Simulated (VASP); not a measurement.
Al5Ga3P8 (an interface model): single point with PBEsol

The system is Al5Ga3P8 (an interface model).

```
CELL_PARAMETERS angstrom
2.71924 2.71924 0.00000
-2.71924 2.71924 0.00000
0.00000 0.00000 21.90144
ATOMIC_POSITIONS crystal
Ga 0.00000 0.00000 0.99977
Ga 0.00000 0.00000 0.24790
Ga 0.50000 0.50000 0.12382
Al 0.00000 0.00000 0.49824
Al 0.00000 0.00000 0.74938
Al 0.50000 0.50000 0.37271
Al 0.50000 0.50000 0.62381
Al 0.50000 0.50000 0.87493
P 0.50000 0.00000 0.06180
P 0.50000 0.00000 0.31020
P 0.50000 0.00000 0.56102
P 0.50000 0.00000 0.81217
P 0.00000 0.50000 0.18584
P 0.00000 0.50000 0.43547
P 0.00000 0.50000 0.68659
P 0.00000 0.50000 0.93746
```

```json
{"Program": "VASP 6.6.1", "Task": "single point", "Functional": "PBEsol", "Potentials or basis": "VASP PAW PBE potentials, release 64 (Ga_d, Al, P)", "Cutoff": "400 eV", "k mesh": "6 × 6 × 1", "Occupations": "fermi-dirac, width 0.05 eV", "Spin": "no spin polarisation", "Dipole correction": "no", "Further INCAR settings": "ALGO = Normal; EDIFF = 1e-06; NBANDS = 61"}
```

| Property | Result |
| --- | --- |
| Pressure | 0.3 GPa |
| Largest force | 0.018 eV/Å |
| Band gap on the k mesh | 1.33 eV (least direct gap 1.33 eV) |

Forces in eV/Å, atoms in the order of the input:
```
Ga   0.000  0.000 -0.009
Ga   0.000  0.000 -0.001
Ga   0.000  0.000  0.001
Al   0.000  0.000  0.001
Al   0.000  0.000  0.001
Al   0.000  0.000  0.007
Al   0.000  0.000  0.000
Al   0.000  0.000 -0.005
P    0.000  0.000  0.005
P    0.000  0.000 -0.018
P    0.000  0.000  0.000
P    0.000  0.000  0.000
P    0.000  0.000  0.002
P    0.000  0.000 -0.003
P    0.000  0.000  0.000
P    0.000  0.000  0.017
```

Stress tensor (GPa, compression positive):
```
 0.50  0.00  0.00
 0.00  0.50  0.00
 0.00  0.00 -0.08
```

Levels at points of the mesh, in eV from the valence-band top:
```
           k point  band 44  band 45  band 46  band 47  band 48  band 49  band 50  band 51
(0.00, 0.00, 0.00)    -0.60    -0.07     0.00     0.00     1.33     1.61     1.83     2.07
(0.50, 0.00, 0.00)    -0.98    -0.96    -0.93    -0.92     2.03     2.30     2.94     3.08
(0.00, 0.50, 0.00)    -0.98    -0.97    -0.93    -0.92     2.03     2.30     2.94     3.08
(0.50, 0.50, 0.00)    -2.45    -2.43    -2.43    -2.42     1.33     1.33     1.90     2.14
```

It took 8.5 min on 1 thread of Intel Xeon 8259CL, with other jobs on the host, peak memory 0.42 GiB.

Caveat: the PAW data sets were made with another functional, which shifts forces and pressure a little.
